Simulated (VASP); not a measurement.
# C (P6_3/mmc) in VASP: further runs, part 2 of 2

VASP 6.6.1.

## (4) Single point, r2SCAN (volume scaled by 1.04)

File POSCAR:

```
C
1.0
    2.4882318526      0.0000000000      0.0000000000
   -1.2441159263      2.1548719948      0.0000000000
    0.0000000000      0.0000000000      7.1028838760
C
4
Direct
    1.0000000000      1.0000000000      0.2500000000
    0.0000000000      0.0000000000      0.7500000000
    0.3333333333      0.6666666667      0.2500000000
    0.6666666667      0.3333333333      0.7500000000
```

File INCAR.step1:

```
SYSTEM = C
PREC = Accurate
ENCUT = 520
ISMEAR = -1
SIGMA = 0.05
LREAL = .FALSE.
LASPH = .TRUE.
NELM = 100
NBANDS = 16
GGA = PE
ALGO = Normal
EDIFF = 1E-4
LWAVE = .TRUE.
LCHARG = .FALSE.
```

File INCAR.step2:

```
SYSTEM = C
PREC = Accurate
ENCUT = 520
EDIFF = 1E-6
ISMEAR = -1
SIGMA = 0.05
LREAL = .FALSE.
LASPH = .TRUE.
NELM = 100
ALGO = Normal
ISIF = 2
LWAVE = .FALSE.
LCHARG = .TRUE.
METAGGA = R2SCAN
LMIXTAU = .TRUE.
LELF = .TRUE.
LVHAR = .TRUE.
NBANDS = 16
ISTART = 1
```

File KPOINTS:

```
Automatic mesh
0
G
  14 14 4
  0 0 0
```

Potentials or basis: VASP PAW PBE potentials, release 64 (C).

On the command line:

```console
> cat potpaw_PBE.64/C/POTCAR > POTCAR
> cp INCAR.step1 INCAR
> mpirun -np 1 vasp_std > vasp.out
> cp INCAR.step2 INCAR
> mpirun -np 1 vasp_std > vasp.out
```

OUTCAR:

```text
SYSTEM = C
   PREC = Accurate
   ENCUT = 520
   EDIFF = 1E-6
   ISMEAR = -1
   LREAL = .FALSE.
   LASPH = .TRUE.
   NELM = 100
   ISIF = 2
   METAGGA = R2SCAN
   ISTART = 1

 ion  position               nearest neighbor table
   1  0.000  0.000  0.250-   3 1.44   3 1.44   3 1.44
   2  0.000  0.000  0.750-   4 1.44   4 1.44   4 1.44
   3  0.333  0.667  0.250-   1 1.44   1 1.44   1 1.44
   4  0.667  0.333  0.750-   2 1.44   2 1.44   2 1.44

  LATTYP: Found a hexagonal cell.
 ALAT       =     2.4882318526
 C/A-ratio  =     2.8545908487

  Lattice vectors:

 A1 = (   2.4882318526,   0.0000000000,   0.0000000000)
 A2 = (  -1.2441159263,   2.1548719948,   0.0000000000)
 A3 = (   0.0000000000,   0.0000000000,   7.1028838760)

Analysis of symmetry for initial positions (statically):
=====================================================================
 Subroutine PRICEL returns:
 Original cell was already a primitive cell.

 Routine SETGRP: Setting up the symmetry group for a
 hexagonal supercell.

 Subroutine GETGRP returns: Found 24 space group operations
 (whereof 12 operations were pure point group operations)
 out of a pool of 24 trial point group operations.

The static configuration has the point symmetry D_3d.
 The point group associated with its full space group is D_6h.

Analysis of symmetry for dynamics (positions and initial velocities):
=====================================================================
 Subroutine PRICEL returns:
 Original cell was already a primitive cell.

 Routine SETGRP: Setting up the symmetry group for a
 hexagonal supercell.

 Subroutine GETGRP returns: Found 24 space group operations
 (whereof 12 operations were pure point group operations)
 out of a pool of 24 trial point group operations.

The dynamic configuration has the point symmetry D_3d.
 The point group associated with its full space group is D_6h.
[... 122 lines left out ...]
     AMIX     =   0.40;   BMIX     =  1.00
     AMIX_MAG =   1.60;   BMIX_MAG =  1.00
  volume/ion in A,a.u.               =       9.52        64.25
  Fermi-wavevector in a.u.,A,eV,Ry     =   1.226119  2.317028 20.454547  1.503367
  Thomas-Fermi vector in A             =   2.361131
   LORBIT       =      0    0 simple, 1 ext, 2 COOP (PROOUT), +10 PAW based schemes
   METAGGA = R2SCAN    functional components
   LHFCALC =     F    Hartree Fock is set to
   AEXX    =    0.0000 exact exchange contribution
   IVDW    =     0    specifies the selected vdW correction
   LEPSILON=     F    determine dielectric tensor
   LRPA    =     F    only Hartree local field effects (RPA)
 non-spin polarized calculation
  energy-cutoff  :      520.00
  volume of cell :       38.08
 maximum number of plane-waves:      1046
 NGX is ok and might be reduce to    20
   NGX =  9   NGY =  9   NGZ = 27

 number of electron      15.9999999 magnetization

 Free energy of the ion-electron system (eV)
  ---------------------------------------------------
  ext. energy  EPLUGINS =         0.00000000
  ---------------------------------------------------
  free energy    TOTEN  =       -39.71403230 eV

  energy without entropy =      -39.71403055  energy(sigma->0) =      -39.71403142

 E-fermi :   4.0076     XC(G=0): -10.6531

 val. band max:        3.5105182582   @ k =   0.3571   0.2857   0.0000
 cond. band min:       4.5261720027   @ k =   0.3571   0.2857   0.0000
 fundamental gap:      1.0156537445
 Fermi energy:         4.0075736573

 k-point     1 :       0.0000    0.0000    0.0000
  band No.  band energies     occupation
      1     -16.6372      2.00000
      2     -16.4453      2.00000
      3      -4.5951      2.00000
      4      -3.0737      2.00000
      5       0.7457      2.00000
      6       0.7457      2.00000
[... 433 lines left out ...]
      3      -9.1163      2.00000
      4      -9.1110      2.00000
      5      -6.6493      2.00000
      6      -6.6075      2.00000
[... 8 lines left out ...]
     15      16.6200      0.00000
     16      18.0114      0.00000

 [... further k-points ...]

------------------------ aborting loop because EDIFF is reached ----------------------------------------

  FORCE on cell =-STRESS in cart. coord.  units (eV):
  Direction    XX          YY          ZZ          XY          YZ          ZX
  --------------------------------------------------------------------------------------
  -------------------------------------------------------------------------------------
  Total       -3.3455699     -3.3455699     -0.0444665     -0.0000000     -0.0000000     -0.0000000
  in kB     -140.7452192   -140.7452191     -1.8706680     -0.0000000     -0.0000000     -0.0000000
  external PRESSURE =     -94.4537021 kB  Pullay stress =       0.0000000 kB

 VOLUME and BASIS-vectors are now :
 -----------------------------------------------------------------------------
  energy-cutoff  :      520.00
  volume of cell :       38.08
      direct lattice vectors                 reciprocal lattice vectors
     2.488231853  0.000000000  0.000000000     0.401891809  0.232032344  0.000000000
    -1.244115926  2.154871995  0.000000000     0.000000000  0.464064688  0.000000000
     0.000000000  0.000000000  7.102883876     0.000000000  0.000000000  0.140787885

 POSITION                                       TOTAL-FORCE (eV/Angst)
 -----------------------------------------------------------------------------------
      0.00000      0.00000      1.77572         0.000000      0.000000      0.000000
      0.00000      0.00000      5.32716        -0.000000     -0.000000     -0.000000
     -0.00000      1.43658      1.77572         0.000000      0.000000     -0.000000
      1.24412      0.71829      5.32716        -0.000000     -0.000000      0.000000
 -----------------------------------------------------------------------------------
    total drift:                                0.000000      0.000000      0.000000

  FREE ENERGIE OF THE ION-ELECTRON SYSTEM (eV)
  ---------------------------------------------------
  free  energy   TOTEN  =       -39.7140322962 eV

  energy  without entropy=      -39.7140305450  energy(sigma->0) =      -39.71403142
```

OSZICAR.step1:

```text
N       E                     dE             d eps       ncg     rms          rms(c)
DAV:   1     0.374007549531E+02    0.37401E+02   -0.78194E+03  2304   0.912E+02
DAV:   2    -0.361058424523E+02   -0.73507E+02   -0.67413E+02  3248   0.193E+02
DAV:   3    -0.390365456508E+02   -0.29307E+01   -0.29142E+01  2984   0.360E+01
DAV:   4    -0.390634054072E+02   -0.26860E-01   -0.26849E-01  2920   0.408E+00
DAV:   5    -0.390638742848E+02   -0.46888E-03   -0.46886E-03  2920   0.508E-01    0.862E+00
DAV:   6    -0.373915616480E+02    0.16723E+01   -0.11329E+00  2752   0.662E+00    0.504E+00
DAV:   7    -0.368532844664E+02    0.53828E+00   -0.14114E+00  2840   0.750E+00    0.139E+00
DAV:   8    -0.368623092451E+02   -0.90248E-02   -0.64236E-02  2648   0.150E+00    0.276E-01
DAV:   9    -0.368613039207E+02    0.10053E-02   -0.16357E-03  2912   0.278E-01    0.942E-02
DAV:  10    -0.368615239332E+02   -0.22001E-03   -0.61294E-04  2464   0.155E-01    0.661E-02
DAV:  11    -0.368615180355E+02    0.58977E-05   -0.24454E-05  1888   0.340E-02
   1 F= -.36861518E+02 E0= -.36861516E+02  d E =-.321883E-05
```

Run time: 70 s. Hardware: 1 thread of Intel Xeon 6975P-C (Granite Rapids), shared host; peak memory 0.17 GiB.

What came out:

| Property | Result |
| --- | --- |
| Free energy | -39.7140 eV |
| Pressure | -9.4 GPa |
| Band gap on the k mesh | 1.02 eV, direct |

Caveat: the PAW data sets were made with another functional, which shifts forces and pressure a little. A k mesh can miss the band edges.

## (5) Single point, r2SCAN (volume scaled by 1.08)

File POSCAR:

```
C
1.0
    2.5197318023      0.0000000000      0.0000000000
   -1.2598659011      2.1821517515      0.0000000000
    0.0000000000      0.0000000000      7.1928033442
C
4
Direct
    1.0000000000      1.0000000000      0.2500000000
    0.0000000000      0.0000000000      0.7500000000
    0.3333333333      0.6666666667      0.2500000000
    0.6666666667      0.3333333333      0.7500000000
```

File INCAR.step1:

```
PREC = Accurate ; ENCUT = 520
ISMEAR = -1 ; SIGMA = 0.05
LREAL = F ; LASPH = T
NELM = 80 ; NBANDS = 16
GGA = PE ; ALGO = Normal
EDIFF = 1E-4 ; LWAVE = T
LCHARG = F
```

File INCAR.step2:

```
PREC = Accurate ; ENCUT = 520
EDIFF = 1E-6 ; ISMEAR = -1
SIGMA = 0.05 ; LREAL = F
LASPH = T ; NELM = 80
ALGO = Normal ; ISIF = 2
LWAVE = F ; LCHARG = F
METAGGA = R2SCAN ; LMIXTAU = T
NBANDS = 16 ; ISTART = 1
```

File KPOINTS:

```
Automatic mesh
0
Gamma
  14 14 4
```

Potentials or basis: VASP PAW PBE potentials, release 64 (C).

On the command line:

```console
> cat potpaw_PBE.64/C/POTCAR > POTCAR
> cp INCAR.step1 INCAR
> mpirun -np 1 vasp_std > vasp.out
> cp INCAR.step2 INCAR
> mpirun -np 1 vasp_std > vasp.out
```

OUTCAR:

```text
PREC = Accurate
   ENCUT = 520
   EDIFF = 1E-6
   ISMEAR = -1
   LREAL = F
   LASPH = T
   NELM = 80
   ISIF = 2
   METAGGA = R2SCAN
   ISTART = 1

 ion  position               nearest neighbor table
   1  0.000  0.000  0.250-   3 1.45   3 1.45   3 1.45
   2  0.000  0.000  0.750-   4 1.45   4 1.45   4 1.45
   3  0.333  0.667  0.250-   1 1.45   1 1.45   1 1.45
   4  0.667  0.333  0.750-   2 1.45   2 1.45   2 1.45

  LATTYP: Found a hexagonal cell.
 ALAT       =     2.5197318023
 C/A-ratio  =     2.8545908488

  Lattice vectors:

 A1 = (   2.5197318023,   0.0000000000,   0.0000000000)
 A2 = (  -1.2598659011,   2.1821517515,   0.0000000000)
 A3 = (   0.0000000000,   0.0000000000,   7.1928033442)

Analysis of symmetry for initial positions (statically):
=====================================================================
 Subroutine PRICEL returns:
 Original cell was already a primitive cell.

 Routine SETGRP: Setting up the symmetry group for a
 hexagonal supercell.

 Subroutine GETGRP returns: Found 24 space group operations
 (whereof 12 operations were pure point group operations)
 out of a pool of 24 trial point group operations.

The static configuration has the point symmetry D_3d.
 The point group associated with its full space group is D_6h.

Analysis of symmetry for dynamics (positions and initial velocities):
=====================================================================
 Subroutine PRICEL returns:
 Original cell was already a primitive cell.

 Routine SETGRP: Setting up the symmetry group for a
 hexagonal supercell.

 Subroutine GETGRP returns: Found 24 space group operations
 (whereof 12 operations were pure point group operations)
 out of a pool of 24 trial point group operations.

The dynamic configuration has the point symmetry D_3d.
 The point group associated with its full space group is D_6h.

 Subroutine INISYM returns: Found 24 space group operations
[... 121 lines left out ...]
     AMIX_MAG =   1.60;   BMIX_MAG =  1.00
  volume/ion in A,a.u.               =       9.89        66.72
  Fermi-wavevector in a.u.,A,eV,Ry     =   1.210791  2.288062 19.946327  1.466014
  Thomas-Fermi vector in A             =   2.346326
   LORBIT       =      0    0 simple, 1 ext, 2 COOP (PROOUT), +10 PAW based schemes
   METAGGA = R2SCAN    functional components
   LHFCALC =     F    Hartree Fock is set to
   AEXX    =    0.0000 exact exchange contribution
   IVDW    =     0    specifies the selected vdW correction
   LEPSILON=     F    determine dielectric tensor
   LRPA    =     F    only Hartree local field effects (RPA)
 non-spin polarized calculation
  energy-cutoff  :      520.00
  volume of cell :       39.55
 maximum number of plane-waves:      1095
 NGX is ok and might be reduce to    20
   NGX =  9   NGY =  9   NGZ = 27

 number of electron      15.9999999 magnetization

 Free energy of the ion-electron system (eV)
  ---------------------------------------------------
  ext. energy  EPLUGINS =         0.00000000
  ---------------------------------------------------
  free energy    TOTEN  =       -39.58932470 eV

  energy without entropy =      -39.58932240  energy(sigma->0) =      -39.58932355

 E-fermi :   3.6860     XC(G=0): -10.4841

 val. band max:        3.2033382317   @ k =   0.3571   0.2857   0.0000
 cond. band min:       4.1901127912   @ k =   0.3571   0.2857   0.0000
 fundamental gap:      0.9867745595
 Fermi energy:         3.6860442200

 k-point     1 :       0.0000    0.0000    0.0000
  band No.  band energies     occupation
      1     -16.6392      2.00000
      2     -16.4628      2.00000
      3      -4.6257      2.00000
      4      -3.1820      2.00000
      5       0.4186      2.00000
      6       0.4186      2.00000
[... 433 lines left out ...]
      3      -9.3019      2.00000
      4      -9.2942      2.00000
      5      -6.7096      2.00000
      6      -6.6737      2.00000
[... 8 lines left out ...]
     15      16.0055      0.00000
     16      17.1699      0.00000

 [... further k-points ...]

------------------------ aborting loop because EDIFF is reached ----------------------------------------

  FORCE on cell =-STRESS in cart. coord.  units (eV):
  Direction    XX          YY          ZZ          XY          YZ          ZX
  --------------------------------------------------------------------------------------
  -------------------------------------------------------------------------------------
  Total       -6.5771280     -6.5771280     -0.0869727     -0.0000000     -0.0000000      0.0000000
  in kB     -266.4461341   -266.4461341     -3.5233527     -0.0000000     -0.0000000      0.0000000
  external PRESSURE =    -178.8052070 kB  Pullay stress =       0.0000000 kB

 VOLUME and BASIS-vectors are now :
 -----------------------------------------------------------------------------
  energy-cutoff  :      520.00
  volume of cell :       39.55
      direct lattice vectors                 reciprocal lattice vectors
     2.519731802  0.000000000  0.000000000     0.396867635  0.229131636  0.000000000
    -1.259865901  2.182151752  0.000000000     0.000000000  0.458263271  0.000000000
     0.000000000  0.000000000  7.192803344     0.000000000  0.000000000  0.139027852

 POSITION                                       TOTAL-FORCE (eV/Angst)
 -----------------------------------------------------------------------------------
      0.00000      0.00000      1.79820         0.000000     -0.000000     -0.000000
      0.00000      0.00000      5.39460        -0.000000      0.000000     -0.000000
     -0.00000      1.45477      1.79820        -0.000000      0.000000      0.000000
      1.25987      0.72738      5.39460         0.000000     -0.000000      0.000000
 -----------------------------------------------------------------------------------
    total drift:                                0.000000      0.000000      0.000000

  FREE ENERGIE OF THE ION-ELECTRON SYSTEM (eV)
  ---------------------------------------------------
  free  energy   TOTEN  =       -39.5893247003 eV

  energy  without entropy=      -39.5893224037  energy(sigma->0) =      -39.58932355
```

OSZICAR.step1:

```text
N       E                     dE             d eps       ncg     rms          rms(c)
DAV:   1     0.342076433735E+02    0.34208E+02   -0.76521E+03  2304   0.906E+02
DAV:   2    -0.358918299375E+02   -0.70099E+02   -0.64060E+02  3232   0.187E+02
DAV:   3    -0.386957250496E+02   -0.28039E+01   -0.27889E+01  2960   0.350E+01
DAV:   4    -0.387230247181E+02   -0.27300E-01   -0.27274E-01  2960   0.407E+00
DAV:   5    -0.387235299261E+02   -0.50521E-03   -0.50518E-03  2920   0.526E-01    0.820E+00
DAV:   6    -0.372429163849E+02    0.14806E+01   -0.10100E+00  2720   0.617E+00    0.480E+00
DAV:   7    -0.367628380040E+02    0.48008E+00   -0.12693E+00  2824   0.702E+00    0.127E+00
DAV:   8    -0.367707663849E+02   -0.79284E-02   -0.56085E-02  2712   0.140E+00    0.227E-01
DAV:   9    -0.367700274415E+02    0.73894E-03   -0.13677E-03  2952   0.252E-01    0.842E-02
DAV:  10    -0.367702482627E+02   -0.22082E-03   -0.54812E-04  2480   0.146E-01    0.591E-02
DAV:  11    -0.367702425656E+02    0.56971E-05   -0.20924E-05  1904   0.312E-02
   1 F= -.36770243E+02 E0= -.36770240E+02  d E =-.417412E-05
```

Wall time 67 s (1 thread of Intel Xeon 6975P-C (Granite Rapids), shared host); peak memory 0.17 GiB.

What came out:

```
Free energy            : -39.5893 eV
Pressure               : -17.9 GPa
Band gap on the k mesh : 0.99 eV, direct
```

Levels at points of the mesh, in eV from the valence-band top:
| k point | band 5 | band 6 | band 7 | band 8 | band 9 | band 10 | band 11 | band 12 |
| --- | --- | --- | --- | --- | --- | --- | --- | --- |
| (0.00, 0.00, 0.00) | -2.78 | -2.78 | -2.77 | -2.77 | 4.62 | 8.67 | 8.67 | 8.71 |
| (0.50, 0.00, 0.00) | -6.16 | -6.13 | -2.21 | -1.71 | 2.03 | 2.57 | 7.33 | 7.58 |
| (0.00, 0.00, 0.50) | -2.78 | -2.78 | -2.78 | -2.78 | 6.87 | 6.87 | 8.69 | 8.69 |
| (0.50, 0.00, 0.50) | -6.14 | -6.14 | -1.93 | -1.93 | 2.18 | 2.18 | 7.46 | 7.46 |

Caveat: the PAW data sets were made with another functional, which shifts forces and pressure a little. A k mesh can miss the band edges.

## (6) Summary

| cell | gap on the mesh (eV) | pressure (GPa) |
| --- | --- | --- |
| a = 2.456, b = 2.456, c = 7.011 Å, angles 90.0, 90.0, 120.0°, 4 atoms | 1.05 | 0.7 |
| a = 2.488, b = 2.488, c = 7.103 Å, angles 90.0, 90.0, 120.0°, 4 atoms | 1.02 | -9.4 |
| a = 2.520, b = 2.520, c = 7.193 Å, angles 90.0, 90.0, 120.0°, 4 atoms | 0.99 | -17.9 |

Alike in all rows: task single point; level r2SCAN; potentials or basis VASP PAW PBE potentials, release 64 (C); no spin polarisation; k mesh 14 × 14 × 4; cutoff (eV) 520; smearing fermi-dirac 0.05 eV.

Caveats: the PAW data sets were made with another functional, which shifts forces and pressure a little.

Total energies depend on the potentials used, so only differences within one code and one set of settings carry meaning.
